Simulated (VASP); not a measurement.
Input of a VASP 6.6.1 run:

File INCAR:

```
  PREC = Accurate
  ENCUT = 500
  EDIFF = 1E-6
  ISMEAR = 0
  SIGMA = 0.1
  LREAL = F
  LASPH = T
  NELM = 120
  ALGO = Normal
  ISIF = 2
  LWAVE = F
  LCHARG = F
  GGA = PE
  NBANDS = 21
  GGA_COMPAT = F
```

Contents of KPOINTS:

```
regular mesh
0
Gamma
  14 14 14
```

The input POSCAR:

```
Ge
1.0
    0.0000000000      2.8805364530      2.8805364530
    2.8805364530      0.0000000000      2.8805364530
    2.8805364530      2.8805364530      0.0000000000
Ge
2
Direct
    0.0000000000      0.0000000000      0.0000000000
    0.2500000000      0.2500000000      0.2500000000
```

Potentials or basis: VASP PAW PBE potentials, release 64 (Ge_d).

Run with:

```bash
$ cat potpaw_PBE.64/Ge_d/POTCAR > POTCAR
$ mpirun -np 1 vasp_std > vasp.out
```

Q: Predict the pressure.

A: -0.1 GPa.

Q: Predict the band gap on the k mesh.

A: Zero (filled and empty bands touch).

Caveat: semilocal functionals underestimate gaps, so a narrow gap can read as zero.

**The experiment to reproduce.**

“Temperature-dependent photoluminescence in Ge: experiment and theory”, 2020, arxiv:2003.00143 reports, for a bulk crystal of Ge at 0 K: band gap 0.744 eV (indirect).

Against the measured gap of Ge, 0.744 eV (indirect; 0 K; “Temperature-dependent photoluminescence in Ge: experiment and theory”, 2020, arxiv:2003.00143), the calculated 0.00 eV is off by -0.74 eV. 3 values of this kind are on record (0.666 to 0.807 eV); this one was drawn at random among those near their median. Spin-orbit coupling on Ge is left out. The value is that of PBE on a finite k mesh, which can miss the band edges, without temperature or zero-point motion. Semilocal functionals fall short of measured gaps as a rule.
